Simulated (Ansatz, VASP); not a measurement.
## Bi in VASP and in Ansatz

The input INCAR:

```
  PREC = Accurate
  ENCUT = 520
  EDIFF = 1E-7
  ISMEAR = 0
  SIGMA = 0.1
  LREAL = False
  LASPH = True
  NELM = 60
  ALGO = Fast
  ISIF = 2
  LWAVE = False
  LCHARG = False
  GGA = PE
  IVDW = 12
  NBANDS = 22
```

KPOINTS

```
regular mesh
0
Gamma
  12 12 12
```

The input POSCAR:

```
Bi
1.0
    2.2673427637      1.3090509550      3.8817322846
   -2.2673427637      1.3090509550      3.8817322846
    0.0000000000     -2.6181019099      3.8817322846
Bi
2
Direct
    0.2371283434      0.2371283434      0.2371283434
    0.7628716566      0.7628716566      0.7628716566
```

Input for Ansatz:

```yaml
crystal:
  lattice:
    - [2.2673427637, 1.309050955, 3.8817322846]
    - [-2.2673427637, 1.309050955, 3.8817322846]
    - [0.0, -2.6181019099, 3.8817322846]
  atoms:
    - { symbol: Bi, position: [0.2371283434, 0.2371283434, 0.2371283434] }
    - { symbol: Bi, position: [0.7628716566, 0.7628716566, 0.7628716566] }
basis:
  ecutwfc: 420
kpoints:
  mp_grid: { grid: [12, 12, 12] }
  band_path:
    path:
      - [[0.0, 0.0, 0.0], [0.5, 0.5, 0.5], [0.75751562, 0.24248438, 0.5]]
      - [[0.5, -0.24248438, 0.24248438], [0.5, 0.0, 0.0], [0.0, 0.0, 0.0], [0.37124219, -0.37124219, 0.0]]
      - [[0.62875781, 0.0, 0.37124219], [0.5, 0.0, 0.5], [0.0, 0.0, 0.0]]
    npoints: 14
hamiltonian:
  xc: pbe
  dispersion: d3bj
scf:
  occupations: { method: gaussian, width: 0.1 }
  n_extra_bands: 6
output:
  forces: true
  stress: true
  eigenvalues: true
  populations: true
  dos: { projected: true, de: 0.02, nscf_kmesh: { grid: [18, 18, 18] } }
  bader: true
  write_density: true
  write_potential: true
  elf: true
  volumetric_format: npy
```

Alike in both runs: task single point; functional PBE; dispersion D3(BJ); k mesh 12 × 12 × 12; occupations gaussian, width 0.1 eV; no spin polarisation.

```csv
,VASP,Ansatz
version,VASP 6.6.1,Ansatz 0.2.0
potentials or method,"VASP PAW PBE potentials, release 64 (Bi_d), cutoff 520 eV","scalar-relativistic, plane waves, PAW"
valence electrons in the cell,30,30
```

```tsv
	VASP	Ansatz	Ansatz less VASP
gap on the k mesh at the Fermi level (eV)	none	none	-
pressure (GPa)	0.0	0.0	+0.06
rms of the force components (eV/Å)	0.004	0.000	-0.0040
```

Atom by atom the forces differ by 0.004 eV/Å (rms over components). A gap of «none» marks a metal or a gap that the smearing closes.

Spin-orbit coupling is off throughout.
